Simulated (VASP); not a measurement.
# PbSe (rock salt type) (Fm-3m) in VASP: further runs, part 2 of 3

VASP 6.6.1.

## Step 3: Single point, HSE06

POSCAR reads:

```
PbSe
1.0
    0.0000000000      3.0523627126      3.0523627126
    3.0523627126      0.0000000000      3.0523627126
    3.0523627126      3.0523627126      0.0000000000
Pb Se
1 1
Direct
    0.0000000000      0.0000000000      0.0000000000
    0.5000000000      0.5000000000      0.5000000000
```

INCAR.step1 reads:

```
PREC = Accurate
ENCUT = 520
EDIFF = 1E-5
ISMEAR = -1
SIGMA = 0.05
LREAL = F
LASPH = T
NELM = 60
ALGO = Normal
ISIF = 2
LWAVE = T
LCHARG = F
NBANDS = 17
GGA = PE
```

INCAR.step2 reads:

```
PREC = Accurate
ENCUT = 520
EDIFF = 1E-6
ISMEAR = -1
SIGMA = 0.05
LREAL = F
LASPH = T
NELM = 60
ALGO = Normal
ISIF = 2
LWAVE = F
LCHARG = F
GGA = PE
LHFCALC = T
HFSCREEN = 0.2079
PRECFOCK = Normal
NBANDS = 17
ISTART = 1
```

KPOINTS reads:

```
regular mesh
0
Gamma
  4 4 4
```

Potentials or basis: VASP PAW PBE potentials, release 64 (Pb_d, Se).

Command:

```console
$ cat potpaw_PBE.64/Pb_d/POTCAR potpaw_PBE.64/Se/POTCAR > POTCAR
$ cp INCAR.step1 INCAR
$ mpirun -np 1 vasp_std > vasp.out
$ cp INCAR.step2 INCAR
$ mpirun -np 1 vasp_std > vasp.out
```

OUTCAR:

```text
PREC = Accurate
   ENCUT = 520
   EDIFF = 1E-6
   ISMEAR = -1
   LREAL = F
   LASPH = T
   NELM = 60
   ISIF = 2
   GGA = PE
   LHFCALC = T
   HFSCREEN = 0.2079
   PRECFOCK = Normal
   ISTART = 1

 ion  position               nearest neighbor table
   1  0.000  0.000  0.000-   2 3.05   2 3.05   2 3.05   2 3.05   2 3.05   2 3.05
   2  0.500  0.500  0.500-   1 3.05   1 3.05   1 3.05   1 3.05   1 3.05   1 3.05

  LATTYP: Found a face centered cubic cell.
 ALAT       =     6.1047254252

  Lattice vectors:

 A1 = (   0.0000000000,   3.0523627126,   3.0523627126)
 A2 = (   3.0523627126,   0.0000000000,   3.0523627126)
 A3 = (   3.0523627126,   3.0523627126,   0.0000000000)

Analysis of symmetry for initial positions (statically):
=====================================================================
 Subroutine PRICEL returns:
 Original cell was already a primitive cell.

 Routine SETGRP: Setting up the symmetry group for a
 face centered cubic supercell.

 Subroutine GETGRP returns: Found 48 space group operations
 (whereof 48 operations were pure point group operations)
 out of a pool of 48 trial point group operations.

The static configuration has the point symmetry O_h .

Analysis of symmetry for dynamics (positions and initial velocities):
=====================================================================
 Subroutine PRICEL returns:
 Original cell was already a primitive cell.

 Routine SETGRP: Setting up the symmetry group for a
 face centered cubic supercell.

 Subroutine GETGRP returns: Found 48 space group operations
 (whereof 48 operations were pure point group operations)
 out of a pool of 48 trial point group operations.

The dynamic configuration has the point symmetry O_h .
[... 101 lines left out ...]
     AMIX     =   0.40;   BMIX     =  1.00
     AMIX_MAG =   1.60;   BMIX_MAG =  1.00
  volume/ion in A,a.u.               =      28.44       191.91
  Fermi-wavevector in a.u.,A,eV,Ry     =   1.155506  2.183589 18.166404  1.335193
  Thomas-Fermi vector in A             =   2.292133
   LORBIT       =      0    0 simple, 1 ext, 2 COOP (PROOUT), +10 PAW based schemes
   GGA     = PE    functional components
   LHFCALC =     T    Hartree Fock is set to
   PRECFOCK=normal    Normal, Fast or Accurate (Low or Medium for compatibility)
   ENCUT4O =  -1.0   cutoff for four orbital integrals eV
   NKREDX  =     1    reduce k-point grid by
   NKREDY  =     1    reduce k-point grid by
   NKREDZ  =     1    reduce k-point grid by
   AEXX    =    0.2500 exact exchange contribution
   HFSCREEN=    0.2079 screening length (either q_TF or 0.3 A-1)
   HFSCREENC=   0.2079 screening length for correlation (either q_TF or 0.3 A-1)
   ENCUTFOCK=  -1.0 apply spherical cutoff to Coloumb kernel
   IVDW    =     0    specifies the selected vdW correction
   LEPSILON=     F    determine dielectric tensor
   LRPA    =     F    only Hartree local field effects (RPA)
 non-spin polarized calculation
  energy-cutoff  :      520.00
  volume of cell :       56.88
 maximum number of plane-waves:      1540
  NGX = 28; NGY = 28; NGZ = 28

 number of electron      20.0000003 magnetization

 Free energy of the ion-electron system (eV)
  ---------------------------------------------------
  ext. energy  EPLUGINS =         0.00000000
  ---------------------------------------------------
  free energy    TOTEN  =        -9.71712641 eV

  energy without entropy =       -9.71701375  energy(sigma->0) =       -9.71707008

 E-fermi :   5.2348     XC(G=0):  -7.9610

 val. band max:        4.8969481380   @ k =   0.5000   0.0000   0.0000
 cond. band min:       5.5726055219   @ k =   0.5000   0.0000   0.0000
 fundamental gap:      0.6756573839
 Fermi energy:         5.2347768376

 k-point     1 :       0.0000    0.0000    0.0000
  band No.  band energies     occupation
      1     -13.7596      2.00000
      2     -13.7596      2.00000
      3     -13.7527      2.00000
      4     -13.7527      2.00000
      5     -13.7527      2.00000
      6     -10.2289      2.00000
[... 137 lines left out ...]
      4     -13.7403      2.00000
      5     -13.7069      2.00000
      6      -8.5719      2.00000
[... 9 lines left out ...]
     16      17.6854      0.00000
     17      18.5282      0.00000

------------------------ aborting loop because EDIFF is reached ----------------------------------------

  FORCE on cell =-STRESS in cart. coord.  units (eV):
  Direction    XX          YY          ZZ          XY          YZ          ZX
  --------------------------------------------------------------------------------------
  -------------------------------------------------------------------------------------
  Total        0.6046525      0.6046525      0.6046525     -0.0000000     -0.0000000      0.0000000
  in kB       17.0324857     17.0324857     17.0324857     -0.0000000     -0.0000000      0.0000000
  external PRESSURE =      17.0324857 kB  Pullay stress =       0.0000000 kB

 VOLUME and BASIS-vectors are now :
 -----------------------------------------------------------------------------
  energy-cutoff  :      520.00
  volume of cell :       56.88
      direct lattice vectors                 reciprocal lattice vectors
     0.000000000  3.052362713  3.052362713    -0.163807531  0.163807531  0.163807531
     3.052362713  0.000000000  3.052362713     0.163807531 -0.163807531  0.163807531
     3.052362713  3.052362713  0.000000000     0.163807531  0.163807531 -0.163807531

 POSITION                                       TOTAL-FORCE (eV/Angst)
 -----------------------------------------------------------------------------------
      0.00000      0.00000      0.00000         0.000000      0.000000     -0.000000
      3.05236      3.05236      3.05236        -0.000000     -0.000000      0.000000
 -----------------------------------------------------------------------------------
    total drift:                               -0.000001     -0.000002      0.000001

  FREE ENERGIE OF THE ION-ELECTRON SYSTEM (eV)
  ---------------------------------------------------
  free  energy   TOTEN  =        -9.7171264128 eV

  energy  without entropy=       -9.7170137540  energy(sigma->0) =       -9.71707008
```

OUTCAR.step1:

```text
PREC = Accurate
   ENCUT = 520
   EDIFF = 1E-5
   ISMEAR = -1
   LREAL = F
[... 362 lines left out ...]
      0.00000      0.00000      0.00000         0.000000     -0.000000      0.000000
      3.05236      3.05236      3.05236        -0.000000      0.000000     -0.000000
 -----------------------------------------------------------------------------------
    total drift:                                0.000000     -0.000000     -0.000000

  FREE ENERGIE OF THE ION-ELECTRON SYSTEM (eV)
  ---------------------------------------------------
  free  energy   TOTEN  =        -8.1614026927 eV

  energy  without entropy=       -8.1583791984  energy(sigma->0) =       -8.15989095
```

Wall time 28 min (1 thread of Intel Xeon 8259CL, shared host); peak memory 0.3 GiB.

Results:

* Free energy: -9.7171 eV
* Pressure: 1.7 GPa
* Band gap on the k mesh: 0.68 eV

Levels at points of the mesh, in eV from the valence-band top:
| k point | band 6 | band 7 | band 8 | band 9 | band 10 | band 11 | band 12 | band 13 | band 14 | band 15 |
| --- | --- | --- | --- | --- | --- | --- | --- | --- | --- | --- |
| (0.00, 0.00, 0.00) | -15.13 | -6.64 | -2.25 | -2.25 | -2.25 | 5.49 | 5.49 | 5.49 | 7.12 | 7.12 |
| (0.50, 0.00, 0.00) | -13.93 | -9.68 | -1.82 | -1.82 | 0.00 | 0.68 | 2.13 | 2.13 | 9.32 | 11.03 |
| (0.50, 0.50, 0.00) | -13.50 | -7.93 | -5.69 | -3.74 | -3.74 | 4.11 | 6.48 | 6.48 | 6.95 | 12.22 |

Caveat: the k points lie up to 0.45 Å⁻¹ apart; the PAW data sets were made with another functional, which shifts forces and pressure a little; spin-orbit coupling is left out, which moves the levels of the heavy elements. A k mesh can miss the band edges.

(Continued in part 3 of 3.)
